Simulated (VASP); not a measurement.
Input of a VASP 6.6.1 run:

Contents of INCAR:

```
PREC = Accurate
ENCUT = 520
EDIFF = 1E-7
ISMEAR = 0
SIGMA = 0.01
LREAL = False
LASPH = True
NELM = 80
ALGO = Normal
ISIF = 2
LWAVE = False
LCHARG = False
NBANDS = 11
```

The input KPOINTS:

```
Automatic mesh
0
Gamma
  8 8 8
```

Contents of POSCAR:

```
BAs
1.0
    0.0000000000      2.3918676038      2.3918676038
    2.3918676038      0.0000000000      2.3918676038
    2.3918676038      2.3918676038      0.0000000000
B As
1 1
Direct
    0.0000000000      0.0000000000      0.0000000000
    0.2500000000      0.2500000000      0.2500000000
```

Potentials or basis: VASP PAW LDA potentials, release 64 (B, As).

Launch:

```bash
$ cat potpaw_LDA.64/B/POTCAR potpaw_LDA.64/As/POTCAR > POTCAR
$ mpirun -np 1 vasp_std > vasp.out
```

(1) Estimate the band gap on the k mesh.

(2) What does it give for the pressure?

Results:

(1) 1.14 eV, indirect (least direct gap 3.24 eV).

(2) -3.7 GPa.
